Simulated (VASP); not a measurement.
# FeSi (P2_13) in VASP: notebook

FeSi is run at these levels: PBE; tasks: single point, relaxation of cell and atoms, relaxation of the atoms.

Program: VASP 6.6.1. These are calculated values, not measurements. Logs are shortened: lines on timing, memory, paths and dates and some standing lists are left out, and cuts for length are marked.

## Step 1: The cell of the first run

Symmetry: P2_13, No. 198, cubic system. Conventional cell: a = 4.449 Å, b = 4.449 Å, c = 4.449 Å, α = 90.00°, β = 90.00°, γ = 90.00°. Within 3.0 Å of Fe (site symmetry 3) lie 7 Si at 2.27 to 2.50 Å and 6 Fe at 2.73 Å. Si (site symmetry 3) has 7 Fe at 2.27 to 2.50 Å and 6 Si at 2.76 Å within 3.0 Å.

## Step 2: Single point, PBE

The input, INCAR:

```
PREC = Accurate
ENCUT = 520
EDIFF = 1E-6
ISMEAR = 0
SIGMA = 0.1
LREAL = False
LASPH = True
NELM = 80
ALGO = Normal
ISIF = 2
LWAVE = False
LCHARG = False
GGA = PE
NBANDS = 34
```

The input, KPOINTS:

```
regular mesh
0
Gamma
  4 4 4
```

The input, POSCAR:

```
FeSi
1.0
    4.4486567288      0.0000000000      0.0000000000
    0.0000000000      4.4486567288      0.0000000000
    0.0000000000      0.0000000000      4.4486567288
Fe Si
4 4
Direct
    0.1354867972      0.1354867972      0.1354867972
    0.3645132028      0.8645132028      0.6354867972
    0.6354867972      0.3645132028      0.8645132028
    0.8645132028      0.6354867972      0.3645132028
    0.8409262439      0.8409262439      0.8409262439
    0.6590737561      0.1590737561      0.3409262439
    0.3409262439      0.6590737561      0.1590737561
    0.1590737561      0.3409262439      0.6590737561
```

Potentials or basis: VASP PAW PBE potentials, release 64 (Fe, Si).

On the command line:

```sh
cat potpaw_PBE.64/Fe/POTCAR potpaw_PBE.64/Si/POTCAR > POTCAR
mpirun -np 1 vasp_std > vasp.out
```

OUTCAR:

```text
PREC = Accurate
   ENCUT = 520
   EDIFF = 1E-6
   ISMEAR = 0
   LREAL = False
   LASPH = True
   NELM = 80
   ISIF = 2
   GGA = PE

 ion  position               nearest neighbor table
   1  0.135  0.135  0.135-   5 2.27   6 2.31   7 2.31   8 2.31   7 2.50   8 2.50   6 2.50   3 2.73
                             4 2.73   2 2.73   2 2.73   4 2.73   3 2.73
   2  0.365  0.865  0.635-   6 2.27   5 2.31   7 2.31   8 2.31   7 2.50   8 2.50   5 2.50   1 2.73
                             1 2.73   3 2.73   3 2.73   4 2.73   4 2.73
   3  0.635  0.365  0.865-   7 2.27   6 2.31   5 2.31   8 2.31   8 2.50   6 2.50   5 2.50   1 2.73
                             4 2.73   2 2.73   2 2.73   4 2.73   1 2.73
   4  0.865  0.635  0.365-   8 2.27   6 2.31   7 2.31   5 2.31   6 2.50   5 2.50   7 2.50   1 2.73
                             3 2.73   2 2.73   1 2.73   2 2.73   3 2.73
   5  0.841  0.841  0.841-   1 2.27   2 2.31   3 2.31   4 2.31   3 2.50   4 2.50   2 2.50   6 2.76
                             7 2.76   8 2.76   6 2.76   8 2.76   7 2.76
   6  0.659  0.159  0.341-   2 2.27   1 2.31   3 2.31   4 2.31   3 2.50   4 2.50   1 2.50   8 2.76
                             5 2.76   5 2.76   7 2.76   7 2.76   8 2.76
   7  0.341  0.659  0.159-   3 2.27   2 2.31   1 2.31   4 2.31   4 2.50   2 2.50   1 2.50   8 2.76
                             5 2.76   8 2.76   6 2.76   6 2.76   5 2.76
   8  0.159  0.341  0.659-   4 2.27   2 2.31   3 2.31   1 2.31   2 2.50   1 2.50   3 2.50   7 2.76
                             5 2.76   7 2.76   5 2.76   6 2.76   6 2.76

  LATTYP: Found a simple cubic cell.
 ALAT       =     4.4486567288

  Lattice vectors:

 A1 = (   4.4486567288,   0.0000000000,   0.0000000000)
 A2 = (   0.0000000000,   4.4486567288,   0.0000000000)
 A3 = (   0.0000000000,   0.0000000000,   4.4486567288)

Analysis of symmetry for initial positions (statically):
=====================================================================
 Subroutine PRICEL returns:
 Original cell was already a primitive cell.

 Routine SETGRP: Setting up the symmetry group for a
 simple cubic supercell.

 Subroutine GETGRP returns: Found 12 space group operations
 (whereof  3 operations were pure point group operations)
 out of a pool of 48 trial point group operations.

The static configuration has the point symmetry C_3 .
 The point group associated with its full space group is T   .

Analysis of symmetry for dynamics (positions and initial velocities):
=====================================================================
 Subroutine PRICEL returns:
 Original cell was already a primitive cell.

 Routine SETGRP: Setting up the symmetry group for a
 simple cubic supercell.

 Subroutine GETGRP returns: Found 12 space group operations
 (whereof  3 operations were pure point group operations)
 out of a pool of 48 trial point group operations.

The dynamic configuration has the point symmetry C_3 .
 The point group associated with its full space group is T   .

 Subroutine INISYM returns: Found 12 space group operations
 (whereof  3 operations are pure point group operations),
 and found     1 'primitive' translations

----------------------------------------------------------------------------------------

                                     Primitive cell

  volume of cell :      88.0413

  direct lattice vectors                    reciprocal lattice vectors
     4.448656729  0.000000000  0.000000000     0.224786955  0.000000000  0.000000000
     0.000000000  4.448656729  0.000000000     0.000000000  0.224786955  0.000000000
     0.000000000  0.000000000  4.448656729     0.000000000  0.000000000  0.224786955

  length of vectors
     4.448656729  4.448656729  4.448656729     0.224786955  0.224786955  0.224786955

  position of ions in fractional coordinates (direct lattice)
     0.135486797  0.135486797  0.135486797
     0.364513203  0.864513203  0.635486797
     0.635486797  0.364513203  0.864513203
     0.864513203  0.635486797  0.364513203
     0.840926244  0.840926244  0.840926244
     0.659073756  0.159073756  0.340926244
     0.340926244  0.659073756  0.159073756
     0.159073756  0.340926244  0.659073756

  ion indices of the primitive-cell ions
   primitive index   ion index
                 1           1
                 2           2
                 3           3
                 4           4
                 5           5
                 6           6
                 7           7
                 8           8

----------------------------------------------------------------------------------------

 KPOINTS: regular mesh

Automatic generation of k-mesh.
 Grid dimensions read from file:
 generate k-points for:    4    4    4

 Generating k-lattice:

  Cartesian coordinates                     Fractional coordinates (reciprocal lattice)
     0.056196739  0.000000000  0.000000000     0.250000000  0.000000000  0.000000000
     0.000000000  0.056196739  0.000000000     0.000000000  0.250000000  0.000000000
     0.000000000  0.000000000  0.056196739     0.000000000  0.000000000  0.250000000

  Length of vectors
     0.056196739  0.056196739  0.056196739

  Shift w.r.t. Gamma in fractional coordinates (k-lattice)
     0.000000000  0.000000000  0.000000000

 Subroutine IBZKPT returns following result:
 ===========================================

 Found     11 irreducible k-points:

 Following reciprocal coordinates:
            Coordinates               Weight
  0.000000  0.000000  0.000000      1.000000
  0.250000  0.000000  0.000000      6.000000
  0.500000  0.000000  0.000000      3.000000
  0.250000  0.250000  0.000000     12.000000
  0.500000  0.250000  0.000000      6.000000
 -0.250000  0.500000  0.000000      6.000000
  0.500000  0.500000  0.000000      3.000000
  0.250000  0.250000  0.250000      8.000000
  0.500000  0.250000  0.250000     12.000000
  0.500000  0.500000  0.250000      6.000000
  0.500000  0.500000  0.500000      1.000000
   k-points           NKPTS =     11   k-points in BZ     NKDIM =     11   number of bands    NBANDS=     34
   number of dos      NEDOS =    301   number of ions     NIONS =      8
   total plane-waves  NPLWV =  46656
   dimension x,y,z NGX =    36 NGY =   36 NGZ =   36
   dimension x,y,z NGXF=    72 NGYF=   72 NGZF=   72
   ions per type =               4   4
   NGX,Y,Z   is equivalent  to a cutoff of  13.45, 13.45, 13.45 a.u.
   NGXF,Y,Z  is equivalent  to a cutoff of  26.91, 26.91, 26.91 a.u.
 SYSTEM =  unknown system
   PREC   = accura    normal or accurate (medium, high low for compatibility)
   ISTART =      0    job   : 0-new  1-cont  2-samecut
   ICHARG =      2    charge: 1-file 2-atom 10-const
   ISPIN  =      1    spin polarized calculation?
   LNONCOLLINEAR =      F non collinear calculations
   LSORBIT =      F    spin-orbit coupling
   LASPH  =      T    aspherical Exc in radial PAW
   ENCUT  =  520.0 eV  38.22 Ry    6.18 a.u.   8.27  8.27  8.27*2*pi/ulx,y,z
   NELM   =     80;   NELMIN=  2; NELMDL= -5     # of ELM steps
   EDIFF  = 0.1E-05   stopping-criterion for ELM
   LREAL  =      F    real-space projection
   EDIFFG = 0.1E-04   stopping-criterion for IOM
   NSW    =      0    number of steps for IOM
   IBRION =     -1    ionic relax: 0-MD 1-quasi-New 2-CG
   NFREE  =      0    steps in history (QN), initial steepest desc. (CG)
   ISIF   =      2    stress and relaxation
   ISYM   =      2    0-nonsym 1-usesym 2-fastsym
   POTIM  = 0.5000    time-step for ionic-motion
   TEBEG  =    0.0;   TEEND  =   0.0 temperature during run
   PSTRESS=    0.0 pullay stress
   NELECT =      48.0000    total number of electrons
   NUPDOWN=      -1.0000    fix difference up-down
   EMIN   =  10.00;   EMAX   =-10.00  energy-range for DOS
   EFERMI =   0.00;   METHOD = LEGACY
   ISMEAR =     0;   SIGMA  =   0.10  broadening in eV -4-tet -1-fermi 0-gaus
   EFERMI_NEDOS =   21; number of points for ismear=-14 and -15
   IALGO  =     38    algorithm
   IMIX   =      4    mixing-type and parameters
     AMIX     =   0.40;   BMIX     =  1.00
     AMIX_MAG =   1.60;   BMIX_MAG =  1.00
  volume/ion in A,a.u.               =      11.01        74.27
  Fermi-wavevector in a.u.,A,eV,Ry     =   1.337395  2.527310 24.335724  1.788625
  Thomas-Fermi vector in A             =   2.465947
   LORBIT       =      0    0 simple, 1 ext, 2 COOP (PROOUT), +10 PAW based schemes
   GGA     = PE    functional components
   LHFCALC =     F    Hartree Fock is set to
   AEXX    =    0.0000 exact exchange contribution
   IVDW    =     0    specifies the selected vdW correction
   LEPSILON=     F    determine dielectric tensor
   LRPA    =     F    only Hartree local field effects (RPA)
 non-spin polarized calculation
 Gauss-broadening in eV      SIGMA  =   0.10
  energy-cutoff  :      520.00
  volume of cell :       88.04
 maximum number of plane-waves:      2392
 NGX is ok and might be reduce to    36
   NGX = 17   NGY = 17   NGZ = 17

 number of electron      48.0000006 magnetization

 Free energy of the ion-electron system (eV)
  ---------------------------------------------------
  ext. energy  EPLUGINS =         0.00000000
  ---------------------------------------------------
  free energy    TOTEN  =       -58.78896113 eV

  energy without entropy =      -58.77159611  energy(sigma->0) =      -58.78027862

 E-fermi :   9.7971     XC(G=0): -12.7964

 val. band max:        9.7085437047   @ k =   0.2500   0.0000   0.0000
 cond. band min:       9.8822648448   @ k =   0.2500   0.2500   0.0000
 fundamental gap:      0.1737211402
 Fermi energy:         9.7971446990

 k-point     1 :       0.0000    0.0000    0.0000
  band No.  band energies     occupation
      1      -3.5208      2.00000
      2       1.8337      2.00000
      3       1.8337      2.00000
      4       1.8337      2.00000
      5       4.6733      2.00000
      6       4.6733      2.00000
[... 26 lines left out ...]
     33      14.0243      0.00000
     34      14.0243      0.00000

 k-point     2 :       0.2500    0.0000    0.0000
  band No.  band energies     occupation
      1      -3.0608      2.00000
      2       0.1310      2.00000
      3       2.1021      2.00000
      4       2.8599      2.00000
      5       3.9201      2.00000
      6       4.9062      2.00000
[... 26 lines left out ...]
     33      14.4140      0.00000
     34      14.4278      0.00000

 k-point     3 :       0.5000    0.0000    0.0000
  band No.  band energies     occupation
      1      -1.7503      2.00000
      2      -1.7503      2.00000
      3       2.7967      2.00000
      4       2.7967      2.00000
      5       4.2790      2.00000
      6       4.2790      2.00000
[... 26 lines left out ...]
     33      14.7615      0.00000
     34      14.7616      0.00000

 k-point     4 :       0.2500    0.2500    0.0000
  band No.  band energies     occupation
      1      -2.6117      2.00000
      2       0.1254      2.00000
      3       1.1382      2.00000
      4       2.9445      2.00000
      5       3.9573      2.00000
      6       4.3438      2.00000
[... 26 lines left out ...]
     33      14.2643      0.00000
     34      14.5035      0.00000

 k-point     5 :       0.5000    0.2500    0.0000
  band No.  band energies     occupation
      1      -1.3474      2.00000
      2      -1.3474      2.00000
      3       1.7788      2.00000
      4       1.7788      2.00000
      5       4.5888      2.00000
      6       4.5888      2.00000
[... 140 lines left out ...]
 k-point     9 :       0.5000    0.2500    0.2500
  band No.  band energies     occupation
      1      -0.9603      2.00000
      2      -0.9603      2.00000
      3       1.6325      2.00000
      4       1.6325      2.00000
      5       3.4048      2.00000
      6       3.4048      2.00000
[... 26 lines left out ...]
     33      15.2228      0.00000
     34      15.2228      0.00000

 k-point    10 :       0.5000    0.5000    0.2500
  band No.  band energies     occupation
      1      -0.2159      2.00000
      2      -0.2159      2.00000
      3       0.7683      2.00000
      4       0.7683      2.00000
      5       3.5219      2.00000
      6       3.5219      2.00000
[... 26 lines left out ...]
     33      15.7800      0.00000
     34      15.7800      0.00000

 k-point    11 :       0.5000    0.5000    0.5000
  band No.  band energies     occupation
      1       0.6150      2.00000
      2       0.6150      2.00000
      3       0.6150      2.00000
      4       0.6150      2.00000
      5       3.2480      2.00000
      6       3.2480      2.00000
[... 26 lines left out ...]
     33      15.8604      0.00000
     34      15.8604      0.00000

------------------------ aborting loop because EDIFF is reached ----------------------------------------

  FORCE on cell =-STRESS in cart. coord.  units (eV):
  Direction    XX          YY          ZZ          XY          YZ          ZX
  --------------------------------------------------------------------------------------
  -------------------------------------------------------------------------------------
  Total        0.1116652      0.1116652      0.1116652      0.0000000     -0.0000000      0.0000000
  in kB        2.0320846      2.0320846      2.0320846      0.0000000     -0.0000000      0.0000000
  external PRESSURE =       2.0320846 kB  Pullay stress =       0.0000000 kB

 VOLUME and BASIS-vectors are now :
 -----------------------------------------------------------------------------
  energy-cutoff  :      520.00
  volume of cell :       88.04
      direct lattice vectors                 reciprocal lattice vectors
     4.448656729  0.000000000  0.000000000     0.224786955  0.000000000  0.000000000
     0.000000000  4.448656729  0.000000000     0.000000000  0.224786955  0.000000000
     0.000000000  0.000000000  4.448656729     0.000000000  0.000000000  0.224786955

 POSITION                                       TOTAL-FORCE (eV/Angst)
 -----------------------------------------------------------------------------------
      0.60273      0.60273      0.60273         0.053211      0.053211      0.053211
      1.62159      3.84592      2.82706        -0.053211     -0.053211      0.053211
      2.82706      1.62159      3.84592         0.053211     -0.053211     -0.053211
      3.84592      2.82706      1.62159        -0.053211      0.053211     -0.053211
      3.74099      3.74099      3.74099        -0.010198     -0.010198     -0.010198
      2.93199      0.70766      1.51666         0.010198      0.010198     -0.010198
      1.51666      2.93199      0.70766        -0.010198      0.010198      0.010198
      0.70766      1.51666      2.93199         0.010198     -0.010198      0.010198
 -----------------------------------------------------------------------------------
    total drift:                               -0.000001     -0.000001     -0.000000

  FREE ENERGIE OF THE ION-ELECTRON SYSTEM (eV)
  ---------------------------------------------------
  free  energy   TOTEN  =       -58.7889611270 eV

  energy  without entropy=      -58.7715961078  energy(sigma->0) =      -58.78027862
```

It took 18 s on 1 thread of Intel Xeon 6975P-C (Granite Rapids), shared host; peak memory 0.2 GiB.

Results:

```yaml
Free_energy: -58.7890 eV
Pressure: 0.2 GPa
Largest_force: 0.092 eV/Å
Band_gap_on_the_k_mesh: 0.17 eV, indirect (least direct gap 0.20 eV)
```

Forces in eV/Å, atoms in the order of the input:
```
Fe   0.053  0.053  0.053
Fe  -0.053 -0.053  0.053
Fe   0.053 -0.053 -0.053
Fe  -0.053  0.053 -0.053
Si  -0.010 -0.010 -0.010
Si   0.010  0.010 -0.010
Si  -0.010  0.010  0.010
Si   0.010 -0.010  0.010
```

## Step 3: Single point, PBE

This run uses another cell than the first one, of 11.78 Å³/atom, 1.070 times its volume.

The input, INCAR:

```
ALGO     = Normal         # electronic algorithm
EDIFF    = 1E-6           # SCF threshold, eV
ENCUT    = 520            # plane-wave cutoff, eV
GGA      = PE             # functional
ISIF     = 2              # what is computed and relaxed
ISMEAR   = 0              # smearing method
LASPH    = True           # aspherical terms in the spheres
LCHARG   = True           # write CHGCAR
LELF     = True           # ELF
LREAL    = False          # projectors in reciprocal space
LVHAR    = True         
LWAVE    = False          # write WAVECAR
NBANDS   = 34             # bands
NELM     = 80             # most SCF steps
PREC     = Accurate       # precision mode
SIGMA    = 0.1            # smearing width, eV
```

The input, KPOINTS:

```
k-points
0
Gamma
  4 4 4
```

The input, POSCAR:

```
FeSi
1.0
    4.5507000000      0.0000000000      0.0000000000
    0.0000000000      4.5507000000      0.0000000000
    0.0000000000      0.0000000000      4.5507000000
Fe Si
4 4
Direct
    0.1365200000      0.1365200000      0.1365200000
    0.3634800000      0.8634800000      0.6365200000
    0.6365200000      0.3634800000      0.8634800000
    0.8634800000      0.6365200000      0.3634800000
    0.8424000000      0.8424000000      0.8424000000
    0.6576000000      0.1576000000      0.3424000000
    0.3424000000      0.6576000000      0.1576000000
    0.1576000000      0.3424000000      0.6576000000
```

Potentials or basis: VASP PAW PBE potentials, release 64 (Fe, Si).

On the command line:

```sh
cat potpaw_PBE.64/Fe/POTCAR potpaw_PBE.64/Si/POTCAR > POTCAR
mpirun -np 1 vasp_std > vasp.out
```

Wall time 19 s (1 thread of Intel Xeon 6975P-C (Granite Rapids), shared host); peak memory 0.2 GiB.

Results (log left out):

| Item | Value |
| --- | --- |
| Free energy | -58.5025 eV |
| Pressure | -13.6 GPa |
| Largest force | 0.261 eV/Å |
| Band gap on the k mesh | 0.14 eV, indirect (least direct gap 0.17 eV) |

Forces in eV/Å, atoms in the order of the input:
```
Fe  -0.130 -0.130 -0.130
Fe   0.130  0.130 -0.130
Fe  -0.130  0.130  0.130
Fe   0.130 -0.130  0.130
Si  -0.151 -0.151 -0.151
Si   0.151  0.151 -0.151
Si  -0.151  0.151  0.151
Si   0.151 -0.151  0.151
```

Levels at points of the mesh, in eV from the valence-band top:
```tsv
k point	band 20	band 21	band 22	band 23	band 24	band 25	band 26	band 27	band 28	band 29
(0.00, 0.00, 0.00)	-0.25	-0.25	-0.25	-0.02	-0.02	0.58	0.58	0.58	2.69	2.69
(0.50, 0.00, 0.00)	-1.11	-0.33	-0.33	0.00	0.00	0.17	0.17	1.57	1.57	1.95
(0.50, 0.50, 0.00)	-1.13	-0.91	-0.91	-0.31	-0.31	0.58	0.58	1.16	1.16	2.40
(0.50, 0.50, 0.50)	-0.64	-0.60	-0.60	-0.60	-0.60	0.44	0.44	0.44	0.44	5.17
```

A k mesh can miss the band edges. Spin polarisation is off, so any magnetic state and its effect on volume and gap are missing.

(Continued in part 2 of 2.)
